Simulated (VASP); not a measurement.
# Se (P3_121) in VASP: relaxation of volume and atoms at fixed shape with PBE

Aim: the relaxation of volume and atoms at fixed shape of Se with PBE.

All numbers are computed with VASP 6.6.1; they aren't measurements. Logs are shortened: lines on timing, memory, paths and dates and some standing lists are left out, and cuts for length are marked.

## 1. The cell of the first run

The structure is trigonal, space group P3_121 (No. 152). Conventional cell: a = 4.366 Å, b = 4.366 Å, c = 4.954 Å, α = 90.00°, β = 90.00°, γ = 120.00°. Se (site symmetry 2) has 2 Se at 2.37 Å within 3.1 Å.

## 2. Relaxation of volume and atoms at fixed shape, PBE

File INCAR:

```
ALGO = Normal
EDIFF = 1E-6
EDIFFG = -0.03
ENCUT = 600
GGA = PE
IBRION = 2
ISIF = 8
ISMEAR = 0
LASPH = T
LCHARG = F
LREAL = F
LWAVE = F
NELM = 60
NSW = 60
PREC = Accurate
SIGMA = 0.05
```

File KPOINTS:

```
k-points
0
Gamma
  12 12 10
```

File POSCAR:

```
Se
1.0
    4.3662000000      0.0000000000      0.0000000000
   -2.1831000000      3.7812400000      0.0000000000
    0.0000000000      0.0000000000      4.9536000000
Se
3
Direct
    0.2254000000      0.0000000000      0.3333333333
    0.0000000000      0.2254000000      0.6666666667
    0.7746000000      0.7746000000      0.0000000000
```

Potentials or basis: VASP PAW PBE potentials, release 64 (Se).

On the command line:

```
$ cat potpaw_PBE.64/Se/POTCAR > POTCAR
$ mpirun -np 1 vasp_std > vasp.out
```

OUTCAR:

```text
EDIFF = 1E-6
   EDIFFG = -0.03
   ENCUT = 600
   GGA = PE
   IBRION = 2
   ISIF = 8
   ISMEAR = 0
   LASPH = T
   LREAL = F
   NELM = 60
   NSW = 60
   PREC = Accurate

 ion  position               nearest neighbor table
   1  0.225  0.000  0.333-   3 2.37   2 2.37
   2  0.000  0.225  0.667-   3 2.37   1 2.37
   3  0.775  0.775  0.000-   2 2.37   1 2.37

  LATTYP: Found a hexagonal cell.
 ALAT       =     4.3662000000
 C/A-ratio  =     1.1345334616

  Lattice vectors:

 A1 = (   4.3662000000,   0.0000000000,   0.0000000000)
 A2 = (  -2.1831000000,   3.7812400000,   0.0000000000)
 A3 = (   0.0000000000,   0.0000000000,   4.9536000000)

Analysis of symmetry for initial positions (statically):
=====================================================================
 Subroutine PRICEL returns:
 Original cell was already a primitive cell.

 Routine SETGRP: Setting up the symmetry group for a
 hexagonal supercell.

 Subroutine GETGRP returns: Found  6 space group operations
 (whereof  2 operations were pure point group operations)
 out of a pool of 24 trial point group operations.

The static configuration has the point symmetry C_2 .
 The point group associated with its full space group is D_3 .

Analysis of symmetry for dynamics (positions and initial velocities):
=====================================================================
 Subroutine PRICEL returns:
 Original cell was already a primitive cell.

 Routine SETGRP: Setting up the symmetry group for a
 hexagonal supercell.

 Subroutine GETGRP returns: Found  6 space group operations
 (whereof  2 operations were pure point group operations)
 out of a pool of 24 trial point group operations.

The dynamic configuration has the point symmetry C_2 .
 The point group associated with its full space group is D_3 .

 Subroutine INISYM returns: Found  6 space group operations
 (whereof  2 operations are pure point group operations),
 and found     1 'primitive' translations

----------------------------------------------------------------------------------------

                                     Primitive cell

  volume of cell :      81.7822

  direct lattice vectors                    reciprocal lattice vectors
     4.366200000  0.000000000  0.000000000     0.229032110  0.132231755  0.000000000
    -2.183100000  3.781240000  0.000000000     0.000000000  0.264463509  0.000000000
     0.000000000  0.000000000  4.953600000     0.000000000  0.000000000  0.201873385

  length of vectors
     4.366200000  4.366199898  4.953600000     0.264463503  0.264463509  0.201873385

  position of ions in fractional coordinates (direct lattice)
     0.225400000  0.000000000  0.333333333
     0.000000000  0.225400000  0.666666667
     0.774600000  0.774600000  0.000000000

  ion indices of the primitive-cell ions
   primitive index   ion index
                 1           1
                 2           2
                 3           3

----------------------------------------------------------------------------------------

 KPOINTS: k-points

Automatic generation of k-mesh.
 Grid dimensions read from file:
 generate k-points for:   12   12   10

 Generating k-lattice:

  Cartesian coordinates                     Fractional coordinates (reciprocal lattice)
     0.019086009  0.011019313  0.000000000     0.083333333 -0.000000000  0.000000000
     0.000000000  0.022038626  0.000000000     0.000000000  0.083333333  0.000000000
     0.000000000  0.000000000  0.020187339     0.000000000  0.000000000  0.100000000

  Length of vectors
     0.022038625  0.022038626  0.020187339

  Shift w.r.t. Gamma in fractional coordinates (k-lattice)
     0.000000000  0.000000000  0.000000000

 Subroutine IBZKPT returns following result:
 ===========================================

 Found    162 irreducible k-points:

 Following reciprocal coordinates:
            Coordinates               Weight
  0.000000  0.000000  0.000000      1.000000
  0.083333  0.000000  0.000000      6.000000
  0.166667 -0.000000  0.000000      6.000000
  0.250000  0.000000  0.000000      6.000000
  0.333333 -0.000000  0.000000      6.000000
  0.416667  0.000000  0.000000      6.000000
[... 16 lines left out ...]
  0.166667 -0.000000  0.100000      6.000000
  0.000000  0.166667  0.100000      6.000000
 [... further k-points ...]
   k-points           NKPTS =    162   k-points in BZ     NKDIM =    162   number of bands    NBANDS=     13
   number of dos      NEDOS =    301   number of ions     NIONS =      3
   total plane-waves  NPLWV =  51840
   dimension x,y,z NGX =    36 NGY =   36 NGZ =   40
   dimension x,y,z NGXF=    72 NGYF=   72 NGZF=   80
   ions per type =               3
   NGX,Y,Z   is equivalent  to a cutoff of  13.71, 13.71, 13.42 a.u.
   NGXF,Y,Z  is equivalent  to a cutoff of  27.41, 27.41, 26.85 a.u.
 SYSTEM =  unknown system
   PREC   = accura    normal or accurate (medium, high low for compatibility)
   ISTART =      0    job   : 0-new  1-cont  2-samecut
   ICHARG =      2    charge: 1-file 2-atom 10-const
   ISPIN  =      1    spin polarized calculation?
   LNONCOLLINEAR =      F non collinear calculations
   LSORBIT =      F    spin-orbit coupling
   LASPH  =      T    aspherical Exc in radial PAW
   ENCUT  =  600.0 eV  44.10 Ry    6.64 a.u.   8.72  8.72  9.89*2*pi/ulx,y,z
   NELM   =     60;   NELMIN=  2; NELMDL= -5     # of ELM steps
   EDIFF  = 0.1E-05   stopping-criterion for ELM
   LREAL  =      F    real-space projection
   EDIFFG = -.3E-01   stopping-criterion for IOM
   NSW    =     60    number of steps for IOM
   IBRION =      2    ionic relax: 0-MD 1-quasi-New 2-CG
   NFREE  =      1    steps in history (QN), initial steepest desc. (CG)
   ISIF   =      8    stress and relaxation
   ISYM   =      2    0-nonsym 1-usesym 2-fastsym
   POTIM  = 0.5000    time-step for ionic-motion
   TEBEG  =    0.0;   TEEND  =   0.0 temperature during run
   PSTRESS=    0.0 pullay stress
   NELECT =      18.0000    total number of electrons
   NUPDOWN=      -1.0000    fix difference up-down
   EMIN   =  10.00;   EMAX   =-10.00  energy-range for DOS
   EFERMI =   0.00;   METHOD = LEGACY
   ISMEAR =     0;   SIGMA  =   0.05  broadening in eV -4-tet -1-fermi 0-gaus
   EFERMI_NEDOS =   21; number of points for ismear=-14 and -15
   IALGO  =     38    algorithm
   IMIX   =      4    mixing-type and parameters
     AMIX     =   0.40;   BMIX     =  1.00
     AMIX_MAG =   1.60;   BMIX_MAG =  1.00
  volume/ion in A,a.u.               =      27.26       183.96
  Fermi-wavevector in a.u.,A,eV,Ry     =   0.988430  1.867862 13.292818  0.976995
  Thomas-Fermi vector in A             =   2.119956
   LORBIT       =      0    0 simple, 1 ext, 2 COOP (PROOUT), +10 PAW based schemes
   GGA     = PE    functional components
   LHFCALC =     F    Hartree Fock is set to
   AEXX    =    0.0000 exact exchange contribution
   IVDW    =     0    specifies the selected vdW correction
   LEPSILON=     F    determine dielectric tensor
   LRPA    =     F    only Hartree local field effects (RPA)
 conjugate gradient relaxation of ions
 non-spin polarized calculation
 Gauss-broadening in eV      SIGMA  =   0.05
  energy-cutoff  :      600.00
  volume of cell :       81.78
 maximum number of plane-waves:      2756
 NGX is ok and might be reduce to    36
   NGX = 17   NGY = 17   NGZ = 19

--------------------------------------- Ionic step        1  -------------------------------------------

 number of electron      18.0000000 magnetization

 Free energy of the ion-electron system (eV)
  ---------------------------------------------------
  ext. energy  EPLUGINS =         0.00000000
  ---------------------------------------------------
  free energy    TOTEN  =       -10.47017144 eV

  energy without entropy =      -10.47017144  energy(sigma->0) =      -10.47017144

------------------------ aborting loop because EDIFF is reached ----------------------------------------

  FORCE on cell =-STRESS in cart. coord.  units (eV):
  Direction    XX          YY          ZZ          XY          YZ          ZX
  --------------------------------------------------------------------------------------
  -------------------------------------------------------------------------------------
  Total        1.1725041      1.1725040      2.1069114      0.0000000      0.0000000     -0.0000000
  in kB       22.9702727     22.9702713     41.2760424      0.0000000      0.0000000     -0.0000000
  external PRESSURE =      29.0721955 kB  Pullay stress =       0.0000000 kB

 VOLUME and BASIS-vectors are now :
 -----------------------------------------------------------------------------
  energy-cutoff  :      600.00
  volume of cell :       81.78
      direct lattice vectors                 reciprocal lattice vectors
     4.366200000  0.000000000  0.000000000     0.229032110  0.132231755  0.000000000
    -2.183100000  3.781240000  0.000000000     0.000000000  0.264463509  0.000000000
     0.000000000  0.000000000  4.953600000     0.000000000  0.000000000  0.201873385
[... 186 lines left out ...]
 POSITION                                       TOTAL-FORCE (eV/Angst)
 -----------------------------------------------------------------------------------
     -1.26513      3.89092      1.69910         0.058597      0.000000      0.000000
     -0.49065      0.84982      3.39819        -0.029298      0.050746      0.000000
      1.75578      3.04110      0.00000        -0.029298     -0.050746     -0.000000
 -----------------------------------------------------------------------------------
    total drift:                               -0.000001     -0.000001     -0.000000

  FREE ENERGIE OF THE ION-ELECTRON SYSTEM (eV)
  ---------------------------------------------------
  free  energy   TOTEN  =       -10.5089740781 eV

  energy  without entropy=      -10.5089740781  energy(sigma->0) =      -10.50897408

--------------------------------------- Ionic step        7  -------------------------------------------

 number of electron      17.9999999 magnetization

 Free energy of the ion-electron system (eV)
  ---------------------------------------------------
  ext. energy  EPLUGINS =         0.00000000
  ---------------------------------------------------
  free energy    TOTEN  =       -10.51016125 eV

  energy without entropy =      -10.51016125  energy(sigma->0) =      -10.51016125

 E-fermi :   2.2308     XC(G=0):  -8.5189

 val. band max:        1.9752281923   @ k =   0.5000   0.0000   0.5000
 cond. band min:       2.9141498936   @ k =   0.3333   0.3333   0.5000
 fundamental gap:      0.9389217013
 Fermi energy:         2.2308288379

 k-point     1 :       0.0000    0.0000    0.0000
  band No.  band energies     occupation
      1     -13.4115      2.00000
      2      -9.6040      2.00000
      3      -9.6040      2.00000
      4      -1.7119      2.00000
      5      -1.7119      2.00000
      6      -1.4476      2.00000
      7       0.1459      2.00000
      8       0.1459      2.00000
      9       1.6621      2.00000
     10       3.8419      0.00000
     11       3.8419      0.00000
     12       4.2515      0.00000
     13       7.9422      0.00000

 k-point     2 :       0.0833    0.0000    0.0000
  band No.  band energies     occupation
      1     -13.3884      2.00000
      2      -9.6247      2.00000
      3      -9.6023      2.00000
      4      -1.9089      2.00000
      5      -1.7917      2.00000
      6      -1.3728      2.00000
      7       0.1464      2.00000
      8       0.2634      2.00000
      9       1.6162      2.00000
     10       3.8012      0.00000
     11       3.8418      0.00000
[... 339 lines left out ...]
 k-point    24 :       0.0000    0.1667    0.1000
  band No.  band energies     occupation
      1     -13.2796      2.00000
      2     -10.2233      2.00000
      3      -9.0773      2.00000
      4      -2.1758      2.00000
      5      -2.1444      2.00000
      6      -1.2480      2.00000
      7       0.1272      2.00000
      8       0.5742      2.00000
      9       1.4583      2.00000
     10       3.6983      0.00000
     11       3.8008      0.00000
     12       4.4259      0.00000
     13       8.2195      0.00000

 [... further k-points ...]

------------------------ aborting loop because EDIFF is reached ----------------------------------------

  FORCE on cell =-STRESS in cart. coord.  units (eV):
  Direction    XX          YY          ZZ          XY          YZ          ZX
  --------------------------------------------------------------------------------------
  -------------------------------------------------------------------------------------
  Total        0.0462268      0.0462268     -0.0683110      0.0000000      0.0000000      0.0000000
  in kB        0.8434879      0.8434878     -1.2464518      0.0000000      0.0000000      0.0000000
  external PRESSURE =       0.1468413 kB  Pullay stress =       0.0000000 kB

 VOLUME and BASIS-vectors are now :
 -----------------------------------------------------------------------------
  energy-cutoff  :      600.00
  volume of cell :       87.81
      direct lattice vectors                 reciprocal lattice vectors
     4.470875530  0.000000000  0.000000000     0.223669837  0.129135844  0.000000000
    -2.235437765  3.871891665  0.000000000     0.000000000  0.258271689  0.000000000
     0.000000000  0.000000000  5.072357891     0.000000000  0.000000000  0.197146972

 POSITION                                       TOTAL-FORCE (eV/Angst)
 -----------------------------------------------------------------------------------
      0.98933      0.00000      1.69079         0.004557     -0.000000      0.000000
     -0.49466      0.85678      3.38157        -0.002279      0.003947     -0.000000
      1.74077      3.01511      0.00000        -0.002279     -0.003947     -0.000000
 -----------------------------------------------------------------------------------
    total drift:                                0.000000      0.000000     -0.000000

  FREE ENERGIE OF THE ION-ELECTRON SYSTEM (eV)
  ---------------------------------------------------
  free  energy   TOTEN  =       -10.5101612499 eV

  energy  without entropy=      -10.5101612499  energy(sigma->0) =      -10.51016125

 reached required accuracy - stopping structural energy minimisation
```

Run time: 17 min. Hardware: 1 thread of Intel Xeon 8259CL, shared host; peak memory 0.36 GiB.

Results:

- Free energy: -10.5102 eV
- Relaxed volume: 29.27 Å³/atom
- Relaxed cell: a = 4.471 Å, b = 4.471 Å, c = 5.072 Å, α = 90.00°, β = 90.00°, γ = 120.00°
- Space group after relaxing (to 0.1 Å): P3_121 (No. 152)
- Energy gained by relaxing: 13.3 meV/atom
- Ionic steps: 7
- Pressure after relaxing: 0.0 GPa
- Largest force after relaxing: 0.005 eV/Å
- Band gap on the k mesh: 0.94 eV (least direct gap 1.13 eV)

Forces in eV/Å, atoms in the order of the input:
```
Se   0.005  0.000  0.000
Se  -0.002  0.004  0.000
Se  -0.002 -0.004  0.000
```

The path:
```
step  energy change (eV)  largest force (eV/Å)  pressure (GPa)  volume (Å³)
   1              0.0000                0.4335            2.91        81.78
   2             -0.0081                0.5157           -1.89        87.78
   3             -0.0339                0.1046            0.16        84.88
   4             -0.0355                0.0909            0.13        85.30
   5             -0.0389                0.0465            0.06        86.55
   6             -0.0388                0.0586           -0.01        89.11
   7             -0.0400                0.0046            0.01        87.81
```

Final structure:
```xyz
3
Lattice="4.4709 0.0000 0.0000 -2.2354 3.8719 0.0000 0.0000 0.0000 5.0724" Properties=species:S:1:pos:R:3 pbc="T T T"
Se    0.9893    0.0000    1.6908
Se   -0.4947    0.8568    3.3816
Se    1.7408    3.0151    0.0000
```

A k mesh can miss the band edges. Zero-point motion and thermal expansion aren't in these numbers.
